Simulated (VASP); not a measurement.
# HfN (I-4m2) in VASP: single point with PBEsol

Aim: the single point of HfN with PBEsol.

Everything below comes from runs of VASP 6.6.1. Logs are shortened: lines on timing, memory, paths and dates and some standing lists are left out, and cuts for length are marked.

### Step 1. The cell of the first run

The structure is tetragonal, space group I-4m2 (No. 119). Conventional cell: a = 3.472 Å, b = 3.472 Å, c = 4.713 Å, α = 90.00°, β = 90.00°, γ = 90.00°. Hf (site symmetry -4m2) has 4 N at 2.10 Å within 2.8 Å. N (site symmetry -4m2) has 4 Hf at 2.10 Å within 2.8 Å.

### Step 2. Single point, PBEsol (strain -0.0400 x Voigt [1, 0, 0, 0, 0, 0])

Input file INCAR:

```
PREC = Accurate
ENCUT = 520
EDIFF = 1E-6
ISMEAR = 0
SIGMA = 0.15
LREAL = F
LASPH = T
NELM = 60
ALGO = Normal
ISIF = 2
LWAVE = F
LCHARG = F
GGA = PS
NBANDS = 14
```

Input file KPOINTS:

```
Automatic mesh
0
Gamma
  16 16 16
```

Input file POSCAR:

```
HfN
1.0
    0.0000000000      2.4548220000      2.4548220000
    2.3566291200      0.0000000000      2.4548220000
    2.3566291200      2.4548220000      0.0000000000
Hf N
1 1
Direct
    0.0000000000      0.0000000000      0.0000000000
    0.7500000000      0.7500000000      0.7500000000
```

Potentials or basis: VASP PAW PBE potentials, release 64 (Hf_pv, N).

Run with:

```bash
cat potpaw_PBE.64/Hf_pv/POTCAR potpaw_PBE.64/N/POTCAR > POTCAR
mpirun -np 1 vasp_std > vasp.out
```

OUTCAR:

```text
PREC = Accurate
   ENCUT = 520
   EDIFF = 1E-6
   ISMEAR = 0
   LREAL = F
   LASPH = T
   NELM = 60
   ISIF = 2
   GGA = PS

 ion  position               nearest neighbor table
   1  0.000  0.000  0.000-   2 2.10   2 2.10   2 2.10   2 2.10
   2  0.750  0.750  0.750-   1 2.10   1 2.10   1 2.10   1 2.10

  LATTYP: Found a body centered tetragonal cell.
 ALAT       =     3.4716425656
 C/A-ratio  =     1.3576450199

  Lattice vectors:

 A1 = (  -2.3566291200,   0.0000000000,  -2.4548220000)
 A2 = (  -2.3566291200,   0.0000000000,   2.4548220000)
 A3 = (   2.3566291200,   2.4548220000,   0.0000000000)

Analysis of symmetry for initial positions (statically):
=====================================================================
 Subroutine PRICEL returns:
 Original cell was already a primitive cell.

 Routine SETGRP: Setting up the symmetry group for a
 body centered tetragonal supercell.

 Subroutine GETGRP returns: Found  8 space group operations
 (whereof  8 operations were pure point group operations)
 out of a pool of 16 trial point group operations.

The static configuration has the point symmetry D_2d.

Analysis of symmetry for dynamics (positions and initial velocities):
=====================================================================
 Subroutine PRICEL returns:
 Original cell was already a primitive cell.

 Routine SETGRP: Setting up the symmetry group for a
 body centered tetragonal supercell.

 Subroutine GETGRP returns: Found  8 space group operations
 (whereof  8 operations were pure point group operations)
 out of a pool of 16 trial point group operations.

The dynamic configuration has the point symmetry D_2d.

 Subroutine INISYM returns: Found  8 space group operations
 (whereof  8 operations are pure point group operations),
 and found     1 'primitive' translations

----------------------------------------------------------------------------------------

                                     Primitive cell

  volume of cell :      28.4028

  direct lattice vectors                    reciprocal lattice vectors
     0.000000000  2.454822000  2.454822000    -0.212167454  0.203680756  0.203680756
     2.356629120  0.000000000  2.454822000     0.212167454 -0.203680756  0.203680756
     2.356629120  2.454822000  0.000000000     0.212167454  0.203680756 -0.203680756

  length of vectors
     3.471642566  3.402918139  3.402918139     0.357752329  0.357752329  0.357752329

  position of ions in fractional coordinates (direct lattice)
     0.000000000  0.000000000  0.000000000
     0.750000000  0.750000000  0.750000000

  ion indices of the primitive-cell ions
   primitive index   ion index
                 1           1
                 2           2

----------------------------------------------------------------------------------------

 KPOINTS: Automatic mesh

Automatic generation of k-mesh.
 Grid dimensions read from file:
 generate k-points for:   16   16   16

 Generating k-lattice:

  Cartesian coordinates                     Fractional coordinates (reciprocal lattice)
    -0.013260466  0.012730047  0.012730047     0.062500000  0.000000000  0.000000000
     0.013260466 -0.012730047  0.012730047     0.000000000  0.062500000  0.000000000
     0.013260466  0.012730047 -0.012730047     0.000000000  0.000000000  0.062500000

  Length of vectors
     0.022359521  0.022359521  0.022359521

  Shift w.r.t. Gamma in fractional coordinates (k-lattice)
     0.000000000  0.000000000  0.000000000

 Subroutine IBZKPT returns following result:
 ===========================================

 Found    349 irreducible k-points:

 Following reciprocal coordinates:
            Coordinates               Weight
  0.000000  0.000000  0.000000      1.000000
  0.062500  0.000000  0.000000      8.000000
  0.125000  0.000000  0.000000      8.000000
  0.187500  0.000000  0.000000      8.000000
  0.250000  0.000000  0.000000      8.000000
  0.312500  0.000000  0.000000      8.000000
[... 16 lines left out ...]
 -0.125000  0.062500 -0.000000     16.000000
 -0.062500  0.062500  0.000000      8.000000
 [... further k-points ...]
   k-points           NKPTS =    349   k-points in BZ     NKDIM =    349   number of bands    NBANDS=     14
   number of dos      NEDOS =    301   number of ions     NIONS =      2
   total plane-waves  NPLWV =  21952
   dimension x,y,z NGX =    28 NGY =   28 NGZ =   28
   dimension x,y,z NGXF=    56 NGYF=   56 NGZF=   56
   ions per type =               1   1
   NGX,Y,Z   is equivalent  to a cutoff of  13.41, 13.68, 13.68 a.u.
   NGXF,Y,Z  is equivalent  to a cutoff of  26.82, 27.36, 27.36 a.u.
 SYSTEM =  unknown system
   PREC   = accura    normal or accurate (medium, high low for compatibility)
   ISTART =      0    job   : 0-new  1-cont  2-samecut
   ICHARG =      2    charge: 1-file 2-atom 10-const
   ISPIN  =      1    spin polarized calculation?
   LNONCOLLINEAR =      F non collinear calculations
   LSORBIT =      F    spin-orbit coupling
   LASPH  =      T    aspherical Exc in radial PAW
   ENCUT  =  520.0 eV  38.22 Ry    6.18 a.u.   6.45  6.33  6.33*2*pi/ulx,y,z
   NELM   =     60;   NELMIN=  2; NELMDL= -5     # of ELM steps
   EDIFF  = 0.1E-05   stopping-criterion for ELM
   LREAL  =      F    real-space projection
   EDIFFG = 0.1E-04   stopping-criterion for IOM
   NSW    =      0    number of steps for IOM
   IBRION =     -1    ionic relax: 0-MD 1-quasi-New 2-CG
   NFREE  =      0    steps in history (QN), initial steepest desc. (CG)
   ISIF   =      2    stress and relaxation
   ISYM   =      2    0-nonsym 1-usesym 2-fastsym
   POTIM  = 0.5000    time-step for ionic-motion
   TEBEG  =    0.0;   TEEND  =   0.0 temperature during run
   PSTRESS=    0.0 pullay stress
   NELECT =      15.0000    total number of electrons
   NUPDOWN=      -1.0000    fix difference up-down
   EMIN   =  10.00;   EMAX   =-10.00  energy-range for DOS
   EFERMI =   0.00;   METHOD = LEGACY
   ISMEAR =     0;   SIGMA  =   0.15  broadening in eV -4-tet -1-fermi 0-gaus
   EFERMI_NEDOS =   21; number of points for ismear=-14 and -15
   IALGO  =     38    algorithm
   IMIX   =      4    mixing-type and parameters
     AMIX     =   0.40;   BMIX     =  1.00
     AMIX_MAG =   1.60;   BMIX_MAG =  1.00
  volume/ion in A,a.u.               =      14.20        95.84
  Fermi-wavevector in a.u.,A,eV,Ry     =   1.323279  2.500635 23.824726  1.751068
  Thomas-Fermi vector in A             =   2.452899
   LORBIT       =      0    0 simple, 1 ext, 2 COOP (PROOUT), +10 PAW based schemes
   GGA     = PS    functional components
   LHFCALC =     F    Hartree Fock is set to
   AEXX    =    0.0000 exact exchange contribution
   IVDW    =     0    specifies the selected vdW correction
   LEPSILON=     F    determine dielectric tensor
   LRPA    =     F    only Hartree local field effects (RPA)
 non-spin polarized calculation
 Gauss-broadening in eV      SIGMA  =   0.15
  energy-cutoff  :      520.00
  volume of cell :       28.40
 maximum number of plane-waves:       781
 NGX is ok and might be reduce to    28
   NGX = 13   NGY = 13   NGZ = 13

 number of electron      15.0000001 magnetization

 Free energy of the ion-electron system (eV)
  ---------------------------------------------------
  ext. energy  EPLUGINS =         0.00000000
  ---------------------------------------------------
  free energy    TOTEN  =       -22.25569408 eV

  energy without entropy =      -22.24852548  energy(sigma->0) =      -22.25210978

 E-fermi :   5.9278     XC(G=0): -11.5934

 val. band max:        5.9156640987   @ k =  -0.1250   0.2500   0.1875
 cond. band min:       5.9369285732   @ k =  -0.4375   0.2500   0.1250
 fundamental gap:      0.0212644745
 Fermi energy:         5.9278491971

 k-point     1 :       0.0000    0.0000    0.0000
  band No.  band energies     occupation
      1     -24.9962      2.00000
      2     -24.9914      2.00000
      3     -24.9914      2.00000
      4     -10.3858      2.00000
      5       0.2526      2.00000
      6       0.2526      2.00000
      7       0.3600      2.00000
      8       5.2786      2.00000
      9       7.9440      0.00000
     10       8.4882      0.00000
     11      12.5322      0.00000
     12      12.5322      0.00000
     13      13.2175      0.00000
     14      18.4166      0.00000

 k-point     2 :       0.0625    0.0000    0.0000
  band No.  band energies     occupation
      1     -25.0161      2.00000
      2     -24.9965      2.00000
      3     -24.9948      2.00000
      4     -10.3334      2.00000
      5       0.1811      2.00000
      6       0.2817      2.00000
      7       0.3701      2.00000
      8       5.5011      1.99994
      9       7.8793      0.00000
     10       8.4022      0.00000
     11      12.4958      0.00000
     12      12.6518      0.00000
     13      13.2455      0.00000
     14      18.4077      0.00000

 k-point     3 :       0.1250    0.0000    0.0000
  band No.  band energies     occupation
      1     -25.0798      2.00000
      2     -25.0042      2.00000
      3     -25.0034      2.00000
      4     -10.1866      2.00000
      5      -0.0219      2.00000
      6       0.3618      2.00000
      7       0.4523      2.00000
      8       6.0783      0.15601
      9       7.7388      0.00000
     10       8.2077      0.00000
     11      12.3004      0.00000
     12      12.9244      0.00000
     13      13.3755      0.00000
     14      17.4677      0.00000
[... 324 lines left out ...]
 k-point    23 :      -0.1250    0.0625   -0.0000
  band No.  band energies     occupation
      1     -25.1215      2.00000
      2     -25.0218      2.00000
      3     -25.0035      2.00000
      4     -10.0798      2.00000
      5      -0.1599      2.00000
      6       0.4343      2.00000
      7       0.5134      2.00000
      8       6.4675      0.00000
      9       7.6291      0.00000
     10       8.1672      0.00000
     11      12.2945      0.00000
     12      12.8295      0.00000
     13      13.5424      0.00000
     14      16.9175      0.00000

 k-point    24 :      -0.0625    0.0625    0.0000
  band No.  band energies     occupation
      1     -25.0505      2.00000
      2     -25.0059      2.00000
      3     -24.9973      2.00000
      4     -10.2491      2.00000
      5       0.0503      2.00000
      6       0.3448      2.00000
      7       0.3991      2.00000
      8       5.8453      1.56365
      9       7.8100      0.00000
     10       8.2819      0.00000
     11      12.5506      0.00000
     12      12.6248      0.00000
     13      13.3479      0.00000
     14      18.1281      0.00000

 [... further k-points ...]

------------------------ aborting loop because EDIFF is reached ----------------------------------------

  FORCE on cell =-STRESS in cart. coord.  units (eV):
  Direction    XX          YY          ZZ          XY          YZ          ZX
  --------------------------------------------------------------------------------------
  -------------------------------------------------------------------------------------
  Total        1.0545242      0.0460089      0.0460089      0.0000000      0.0000000      0.0000000
  in kB       59.4847848      2.5953231      2.5953231      0.0000000      0.0000000      0.0000000
  external PRESSURE =      21.5584770 kB  Pullay stress =       0.0000000 kB

 VOLUME and BASIS-vectors are now :
 -----------------------------------------------------------------------------
  energy-cutoff  :      520.00
  volume of cell :       28.40
      direct lattice vectors                 reciprocal lattice vectors
     0.000000000  2.454822000  2.454822000    -0.212167454  0.203680756  0.203680756
     2.356629120  0.000000000  2.454822000     0.212167454 -0.203680756  0.203680756
     2.356629120  2.454822000  0.000000000     0.212167454  0.203680756 -0.203680756

 POSITION                                       TOTAL-FORCE (eV/Angst)
 -----------------------------------------------------------------------------------
      0.00000      0.00000      0.00000        -0.000000      0.000000      0.000000
      3.53494      3.68223      3.68223         0.000000     -0.000000     -0.000000
 -----------------------------------------------------------------------------------
    total drift:                               -0.000000      0.000000      0.000000

  FREE ENERGIE OF THE ION-ELECTRON SYSTEM (eV)
  ---------------------------------------------------
  free  energy   TOTEN  =       -22.2556940784 eV

  energy  without entropy=      -22.2485254846  energy(sigma->0) =      -22.25210978
```

It took 99 s on 1 thread of Intel Xeon Platinum 8488C (Sapphire Rapids), shared host; peak memory 0.27 GiB.

Results:

```
Free energy : -22.2557 eV
Pressure    : 2.2 GPa
```

Levels at points of the mesh, in eV from the Fermi level:
| k point | band 6 | band 7 | band 8 | band 9 | band 10 | band 11 |
| --- | --- | --- | --- | --- | --- | --- |
| (0.00, 0.00, 0.00) | -5.68 | -5.57 | -0.65 | 2.02 | 2.56 | 6.60 |
| (0.50, 0.00, 0.00) | -5.13 | -4.92 | 1.59 | 2.82 | 2.85 | 4.27 |
| (0.50, 0.50, 0.00) | -3.68 | -3.55 | -1.26 | 2.15 | 4.28 | 4.84 |
| (0.00, 0.50, 0.50) | -3.72 | -3.72 | -0.98 | 2.31 | 4.20 | 4.88 |

Caveat: the cell differs from its parent crystal (strain -0.0400 x Voigt [1, 0, 0, 0, 0, 0]); the PAW data sets were made with another functional, which shifts forces and pressure a little; spin-orbit coupling is left out, which moves the levels of the heavy elements.
